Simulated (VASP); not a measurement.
LiF: single point with r2SCAN

LiF:

```
CELL_PARAMETERS angstrom
0.00000 2.01462 2.01462
2.01462 0.00000 2.01462
2.01462 2.01462 0.00000
ATOMIC_POSITIONS crystal
Li 0.00000 0.00000 0.00000
F 0.50000 0.50000 0.50000
```

This cell differs from its parent crystal: volume changed by +3%.

```
Program                : VASP 6.6.1
Task                   : single point
Functional             : r2SCAN
Potentials or basis    : VASP PAW PBE potentials, release 64 (Li_sv, F)
Cutoff                 : 520 eV
k mesh                 : 10 × 10 × 10
Occupations            : gaussian, width 0.01 eV
Spin                   : no spin polarisation
Dipole correction      : no
Further INCAR settings : ALGO = Normal; EDIFF = 1e-06; NBANDS = 12
```

| Quantity | Value |
| --- | --- |
| Band gap on the k mesh | 10.26 eV, direct |

Levels at points of the mesh, in eV from the valence-band top:
```
           k point  band 1  band 2  band 3  band 4  band 5  band 6  band 7  band 8  band 9  band 10
(0.00, 0.00, 0.00)  -42.07  -21.09    0.00    0.00    0.00   10.26   25.47   25.47   25.47    26.06
(0.50, 0.00, 0.00)  -42.01  -20.68   -2.49   -0.24   -0.24   11.83   18.12   20.43   20.43    32.25
(0.50, 0.50, 0.00)  -42.00  -20.42   -3.00   -1.01   -1.01   16.05   17.44   19.10   21.91    21.91
```

Wall time 100 s on 1 thread of AMD EPYC 7R13, on a shared host, peak memory 0.11 GiB.

 A k mesh can miss the band edges.
